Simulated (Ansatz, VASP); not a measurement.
## GaP: VASP beside Ansatz

Contents of INCAR:

```
ALGO = Normal
EDIFF = 1E-6
ENCUT = 520
GGA = PE
ISIF = 2
ISMEAR = 0
LASPH = True
LCHARG = True
LELF = True
LREAL = False
LVHAR = True
LWAVE = False
NBANDS = 16
NELM = 80
PREC = Accurate
SIGMA = 0.05
```

KPOINTS

```
k-points
0
Gamma
  8 8 8
```

File POSCAR:

```
GaP
1.0
    0.0000000000      2.5072300000      2.7252500000
    2.5072300000      0.0000000000      2.7252500000
    2.5072300000      2.5072300000      0.0000000000
Ga P
1 1
Direct
    0.0000000000      0.0000000000      0.0000000000
    0.7500000000      0.7500000000      0.7500000000
```

Input for Ansatz:

```yaml
crystal:
  lattice:
    - [0.0, 2.50723, 2.72525]
    - [2.50723, 0.0, 2.72525]
    - [2.50723, 2.50723, 0.0]
  atoms:
    - { symbol: Ga, position: [0.0, 0.0, 0.0] }
    - { symbol: P, position: [0.75, 0.75, 0.75] }
basis:
  ecutwfc: 420
kpoints:
  mp_grid: { grid: [8, 8, 8] }
hamiltonian:
  xc: pbe
scf:
  occupations: { method: gaussian, width: 0.05 }
output:
  forces: true
  stress: true
  eigenvalues: true
```

Change from the starting cell: strain -0.080 along x and y, +0.000 along z, atoms carried along.

Alike in both runs: task single point; functional PBE; k mesh 8 × 8 × 8; occupations gaussian, width 0.05 eV; no spin polarisation.

|  | VASP | Ansatz |
| --- | --- | --- |
| version | VASP 6.6.1 | Ansatz 0.2.0 |
| potentials or method | VASP PAW PBE potentials, release 64 (Ga_d, P), cutoff 520 eV | scalar-relativistic, plane waves, PAW |
| valence electrons in the cell | 18 | 18 |

|  | VASP | Ansatz | Ansatz less VASP |
| --- | --- | --- | --- |
| gap on the k mesh at the Fermi level (eV) | 0.84 | 0.84 | -0.001 |
| least direct gap on the mesh (eV) | 2.87 | 2.87 | -0.001 |
| pressure (GPa) | 22.9 | 23.1 | +0.25 |
| traceless stress, the component that is largest in VASP (GPa) | -4.70 | -4.67 | +0.030 |
